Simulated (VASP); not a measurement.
The system is CaZn3.

```xyz
4
Lattice="0.0000 3.4400 3.4400 3.4400 0.0000 3.4400 3.4400 3.4400 0.0000" Properties=species:S:1:pos:R:3 pbc="T T T"
Ca    0.0000    0.0000    0.0000
Zn    3.4400    3.4400    3.4400
Zn    1.7200    1.7200    1.7200
Zn    5.1600    5.1600    5.1600
```

```yaml
Program: VASP 6.6.1
Task: relaxation of cell and atoms
Functional: LDA
Potentials_or_basis: VASP PAW LDA potentials, release 64 (Ca_sv, Zn)
Cutoff: 500 eV
k_mesh: 5 × 5 × 5
Occupations: fermi-dirac, width 0.05 eV
Spin: no spin polarisation
```

At the start: pressure -8.4 GPa; volume 20.35 Å³/atom.

How do energy, volume and symmetry change on relaxing?

Over 5 steps the energy falls by 117.6 meV/atom and the volume is 16.68 Å³/atom (-18.1 %); space group Fm-3m (No. 225, to 0.1 Å) before and after.

Step by step:
| step | energy change (eV) | largest force (eV/Å) | pressure (GPa) | volume (Å³) |
| --- | --- | --- | --- | --- |
| 1 | 0.0000 | 0.0000 | -8.45 | 81.42 |
| 2 | -0.4488 | 0.0000 | -2.49 | 69.42 |
| 3 | -0.4704 | 0.0000 | -0.14 | 66.86 |
| 4 | -0.4704 | 0.0000 | 0.13 | 66.58 |
| 5 | -0.4705 | 0.0000 | 0.01 | 66.72 |

Final structure:
```cif
data_structure
_symmetry_space_group_name_H-M 'P 1'
_symmetry_Int_Tables_number 1
_cell_length_a 4.5526
_cell_length_b 4.5526
_cell_length_c 4.5526
_cell_angle_alpha 60.000
_cell_angle_beta 60.000
_cell_angle_gamma 60.000
_cell_volume 66.72
loop_
_atom_site_label
_atom_site_type_symbol
_atom_site_fract_x
_atom_site_fract_y
_atom_site_fract_z
_atom_site_occupancy
Ca1 Ca 0.00000 0.00000 0.00000 1
Zn1 Zn 0.50000 0.50000 0.50000 1
Zn2 Zn 0.25000 0.25000 0.25000 1
Zn3 Zn 0.75000 0.75000 0.75000 1
```

Caveat: the volume moved by over 15 % at a fixed basis, so the end points are rough.
